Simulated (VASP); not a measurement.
# Al2P (P4_2/mnm) in VASP: density of states with PBE

Aim: the density of states of Al2P with PBE.

All numbers are computed with VASP 6.6.1; they aren't measurements. Logs are shortened: lines on timing, memory, paths and dates and some standing lists are left out, and cuts for length are marked.

## (1) The cell of the first run

It takes space group P4_2/mnm (No. 136, tetragonal). The conventional cell has a = 5.881 Å, b = 5.881 Å, c = 3.545 Å, α = 90.00°, β = 90.00°, γ = 90.00°. Al (site symmetry m2m) has 3 P at 2.44 to 2.47 Å within 3.2 Å. P (site symmetry mmm) has 6 Al at 2.44 to 2.47 Å within 3.2 Å.

## (2) Density of states, PBE

The input, POSCAR:

```
Al2P
1.0
    5.8811664893      0.0000000000      0.0000000000
    0.0000000000      5.8811664893      0.0000000000
    0.0000000000      0.0000000000      3.5450400879
Al P
4 2
Direct
    0.2930642597      0.2930642597      0.0000000000
    0.7069357403      0.7069357403      0.0000000000
    0.7930642597      0.2069357403      0.5000000000
    0.2069357403      0.7930642597      0.5000000000
    0.0000000000      0.0000000000      0.0000000000
    0.5000000000      0.5000000000      0.5000000000
```

The input, INCAR.step1:

```
SYSTEM = Al2P
PREC     = Accurate       ! precision mode
ENCUT    = 520            ! plane-wave cutoff, eV
EDIFF    = 1E-7           ! SCF threshold, eV
ISMEAR   = 0              ! smearing method
SIGMA    = 0.1            ! smearing width, eV
LREAL    = .FALSE.        ! projectors in reciprocal space
LASPH    = .TRUE.         ! aspherical terms in the spheres
NELM     = 100            ! most SCF steps
ALGO     = Normal         ! electronic algorithm
ISIF     = 2              ! what is computed and relaxed
LWAVE    = .FALSE.        ! write WAVECAR
LCHARG   = .TRUE.         ! write CHGCAR
GGA      = PE             ! functional
NBANDS   = 20             ! bands
```

The input, KPOINTS.step1:

```
Automatic mesh
0
G
  6 6 12
  0 0 0
```

The input, INCAR.step2:

```
SYSTEM = Al2P
PREC     = Accurate       ! precision mode
ENCUT    = 520            ! plane-wave cutoff, eV
EDIFF    = 1E-7           ! SCF threshold, eV
ISMEAR   = -5             ! smearing method
SIGMA    = 0.1            ! smearing width, eV
LREAL    = .FALSE.        ! projectors in reciprocal space
LASPH    = .TRUE.         ! aspherical terms in the spheres
NELM     = 100            ! most SCF steps
ALGO     = Normal         ! electronic algorithm
ISIF     = 2              ! what is computed and relaxed
LWAVE    = .FALSE.        ! write WAVECAR
LCHARG   = .FALSE.        ! write CHGCAR
GGA      = PE             ! functional
LORBIT   = 11             ! projections on sites
NEDOS    = 1001           ! points of the DOS
ICHARG   = 11             ! starting density
```

The input, KPOINTS.step2:

```
Automatic mesh
0
G
  9 9 18
  0 0 0
```

Potentials or basis: VASP PAW PBE potentials, release 64 (Al, P).

Run with:

```console
$ cat potpaw_PBE.64/Al/POTCAR potpaw_PBE.64/P/POTCAR > POTCAR
$ cp INCAR.step1 INCAR
$ cp KPOINTS.step1 KPOINTS
$ mpirun -np 1 vasp_std > vasp.out
$ cp INCAR.step2 INCAR
$ cp KPOINTS.step2 KPOINTS
$ mpirun -np 1 vasp_std > vasp.out
```

OUTCAR:

```text
SYSTEM = Al2P
   PREC = Accurate
   ENCUT = 520
   EDIFF = 1E-7
   ISMEAR = -5
   LREAL = .FALSE.
   LASPH = .TRUE.
   NELM = 100
   ISIF = 2
   GGA = PE
   LORBIT = 11
   ICHARG = 11

 ion  position               nearest neighbor table
   1  0.293  0.293  0.000-   5 2.44   6 2.47   6 2.47
   2  0.707  0.707  0.000-   5 2.44   6 2.47   6 2.47
   3  0.793  0.207  0.500-   6 2.44   5 2.47   5 2.47
   4  0.207  0.793  0.500-   6 2.44   5 2.47   5 2.47
   5  0.000  0.000  0.000-   1 2.44   2 2.44   3 2.47   4 2.47   3 2.47   4 2.47
   6  0.500  0.500  0.500-   3 2.44   4 2.44   1 2.47   2 2.47   1 2.47   2 2.47

  LATTYP: Found a simple tetragonal cell.
 ALAT       =     5.8811664893
 C/A-ratio  =     0.6027783934

  Lattice vectors:

 A1 = (   5.8811664893,   0.0000000000,   0.0000000000)
 A2 = (   0.0000000000,   5.8811664893,   0.0000000000)
 A3 = (   0.0000000000,   0.0000000000,   3.5450400879)

Analysis of symmetry for initial positions (statically):
=====================================================================
 Subroutine PRICEL returns:
 Original cell was already a primitive cell.

 Routine SETGRP: Setting up the symmetry group for a
 simple tetragonal supercell.

 Subroutine GETGRP returns: Found 16 space group operations
 (whereof  8 operations were pure point group operations)
 out of a pool of 16 trial point group operations.

The static configuration has the point symmetry D_2h.
 The point group associated with its full space group is D_4h.

Analysis of symmetry for dynamics (positions and initial velocities):
=====================================================================
 Subroutine PRICEL returns:
 Original cell was already a primitive cell.

 Routine SETGRP: Setting up the symmetry group for a
 simple tetragonal supercell.

 Subroutine GETGRP returns: Found 16 space group operations
 (whereof  8 operations were pure point group operations)
 out of a pool of 16 trial point group operations.

The dynamic configuration has the point symmetry D_2h.
 The point group associated with its full space group is D_4h.

 Subroutine INISYM returns: Found 16 space group operations
 (whereof  8 operations are pure point group operations),
 and found     1 'primitive' translations

----------------------------------------------------------------------------------------

                                     Primitive cell

  volume of cell :     122.6163

[... 120 lines left out ...]
  Fermi-wavevector in a.u.,A,eV,Ry     =   0.923350  1.744879 11.599990  0.852575
  Thomas-Fermi vector in A             =   2.048977
   LORBIT       =     11    0 simple, 1 ext, 2 COOP (PROOUT), +10 PAW based schemes
   GGA     = PE    functional components
   LHFCALC =     F    Hartree Fock is set to
   AEXX    =    0.0000 exact exchange contribution
   IVDW    =     0    specifies the selected vdW correction
   LEPSILON=     F    determine dielectric tensor
   LRPA    =     F    only Hartree local field effects (RPA)
 non-spin polarized calculation
 Fermi weights with tetrahedron method with Bloechl corrections
  energy-cutoff  :      520.00
  volume of cell :      122.62
 maximum number of plane-waves:      3328
 NGX is ok and might be reduce to    48

 number of electron      22.0000001 magnetization

 Free energy of the ion-electron system (eV)
  ---------------------------------------------------
  ext. energy  EPLUGINS =         0.00000000
  ---------------------------------------------------
  free energy    TOTEN  =       -24.26759946 eV

  energy without entropy =      -24.26759946  energy(sigma->0) =      -24.26759946

 E-fermi :   5.9875     XC(G=0):  -9.3842

 val. band max:        5.9869793824   @ k =   0.4444   0.4444   0.5000
 cond. band min:       5.8397651890   @ k =   0.2222   0.2222   0.3889
 fundamental gap:     -0.1472141935
 Fermi energy:         5.9875229322

 k-point     1 :       0.0000    0.0000    0.0000
  band No.  band energies     occupation
      1      -7.0548      2.00000
      2      -5.9346      2.00000
      3      -1.0569      2.00000
      4      -1.0569      2.00000
      5       1.5735      2.00000
      6       1.5735      2.00000
      7       2.9511      2.00000
      8       3.1596      2.00000
      9       3.4572      2.00000
     10       4.0483      2.00000
     11       4.2448      2.00000
     12       7.2758      0.00000
     13       8.3644      0.00000
     14       9.7224      0.00000
[... 401 lines left out ...]
      2      -6.4167      2.00000
      3      -0.9370      2.00000
      4      -0.6383      2.00000
      5       0.1697      2.00000
      6       0.5855      2.00000
      7       3.4760      2.00000
      8       3.6124      2.00000
      9       5.1311      2.00000
     10       5.5025      2.00000
     11       6.2694     -0.04703
     12       6.6292      0.00000
     13       7.2563      0.00000
     14       7.8574      0.00000
     15       8.5106      0.00000

 [... further k-points ...]
[... 5 lines left out ...]
  --------------------------------------------------------------------------------------
  -------------------------------------------------------------------------------------
  Total       -0.2243630     -0.2243630     -0.1453239      0.0000000      0.0000000      0.0000000
  in kB       -2.9316602     -2.9316602     -1.8988882      0.0000000      0.0000000      0.0000000
  external PRESSURE =      -2.5874029 kB  Pullay stress =       0.0000000 kB

 VOLUME and BASIS-vectors are now :
 -----------------------------------------------------------------------------
  energy-cutoff  :      520.00
  volume of cell :      122.62
      direct lattice vectors                 reciprocal lattice vectors
     5.881166489  0.000000000  0.000000000     0.170034295  0.000000000  0.000000000
     0.000000000  5.881166489  0.000000000     0.000000000  0.170034295  0.000000000
     0.000000000  0.000000000  3.545040088     0.000000000  0.000000000  0.282084257

 POSITION                                       TOTAL-FORCE (eV/Angst)
 -----------------------------------------------------------------------------------
      1.72356      1.72356      0.00000         0.001556      0.001556      0.000000
      4.15761      4.15761      0.00000        -0.001556     -0.001556     -0.000000
      4.66414      1.21702      1.77252         0.001556     -0.001556     -0.000000
      1.21702      4.66414      1.77252        -0.001556      0.001556     -0.000000
      0.00000      0.00000      0.00000        -0.000000      0.000000     -0.000000
      2.94058      2.94058      1.77252        -0.000000      0.000000     -0.000000
 -----------------------------------------------------------------------------------
    total drift:                               -0.000000     -0.000000      0.000000

  FREE ENERGIE OF THE ION-ELECTRON SYSTEM (eV)
  ---------------------------------------------------
  free  energy   TOTEN  =       -24.2675994572 eV

  energy  without entropy=      -24.2675994572  energy(sigma->0) =      -24.26759946

 total charge

# of ion       s       p       d       tot
------------------------------------------
    1        0.470   0.275   0.000   0.745
    2        0.470   0.275   0.000   0.745
    3        0.470   0.275   0.000   0.745
    4        0.470   0.275   0.000   0.745
    5        1.055   1.465   0.000   2.520
    6        1.055   1.465   0.000   2.520
--------------------------------------------------
tot          3.989   4.031   0.000   8.021
```

OUTCAR.step1:

```text
SYSTEM = Al2P
   PREC = Accurate
   ENCUT = 520
   EDIFF = 1E-7
   ISMEAR = 0
   LREAL = .FALSE.
   LASPH = .TRUE.
   NELM = 100
[... 791 lines left out ...]
      1.21702      4.66414      1.77252        -0.000087      0.000087     -0.000000
      0.00000      0.00000      0.00000        -0.000000      0.000000     -0.000000
      2.94058      2.94058      1.77252        -0.000000      0.000000     -0.000000
 -----------------------------------------------------------------------------------
    total drift:                               -0.000000     -0.000000      0.000000

  FREE ENERGIE OF THE ION-ELECTRON SYSTEM (eV)
  ---------------------------------------------------
  free  energy   TOTEN  =       -24.2747937060 eV

  energy  without entropy=      -24.2616619498  energy(sigma->0) =      -24.26822783
```

OSZICAR.step1:

```text
N       E                     dE             d eps       ncg     rms          rms(c)
DAV:   1     0.417443613791E+02    0.41744E+02   -0.79383E+03  2800   0.871E+02
DAV:   2    -0.208963721071E+02   -0.62641E+02   -0.60022E+02  3572   0.126E+02
DAV:   3    -0.249786654593E+02   -0.40823E+01   -0.40200E+01  3704   0.296E+01
DAV:   4    -0.250417666681E+02   -0.63101E-01   -0.63014E-01  3488   0.424E+00
DAV:   5    -0.250428773507E+02   -0.11107E-02   -0.11106E-02  3504   0.606E-01    0.741E+00
DAV:   6    -0.243353542967E+02    0.70752E+00   -0.13110E+00  3188   0.450E+00    0.431E+00
DAV:   7    -0.242843289487E+02    0.51025E-01   -0.49571E-01  3424   0.274E+00    0.169E+00
DAV:   8    -0.242762529535E+02    0.80760E-02   -0.66449E-02  3092   0.102E+00    0.286E-01
DAV:   9    -0.242747658879E+02    0.14871E-02   -0.78030E-03  3236   0.423E-01    0.125E-01
DAV:  10    -0.242748416734E+02   -0.75786E-04   -0.66958E-04  3312   0.116E-01    0.909E-02
DAV:  11    -0.242747986124E+02    0.43061E-04   -0.91169E-05  3244   0.412E-02    0.204E-02
DAV:  12    -0.242747937012E+02    0.49112E-05   -0.19375E-05  3256   0.180E-02    0.881E-03
DAV:  13    -0.242747938572E+02   -0.15607E-06   -0.73777E-07  3392   0.459E-03    0.202E-03
DAV:  14    -0.242747936980E+02    0.15919E-06   -0.66054E-08  1828   0.127E-03    0.290E-03
DAV:  15    -0.242747937060E+02   -0.79731E-08   -0.21865E-08  1732   0.774E-04
   1 F= -.24274794E+02 E0= -.24268228E+02  d E =-.131318E-01
```

It took 4 min on 1 thread of Intel Xeon Platinum 8259CL at 2.50GHz (Skylake/Cascade Lake), shared host; peak memory 0.39 GiB.

What came out:

- Valence electrons inside the program's atomic spheres: Al 0.74; P 2.52

Caveat: tetrahedron occupations give inexact forces and stress in metals.
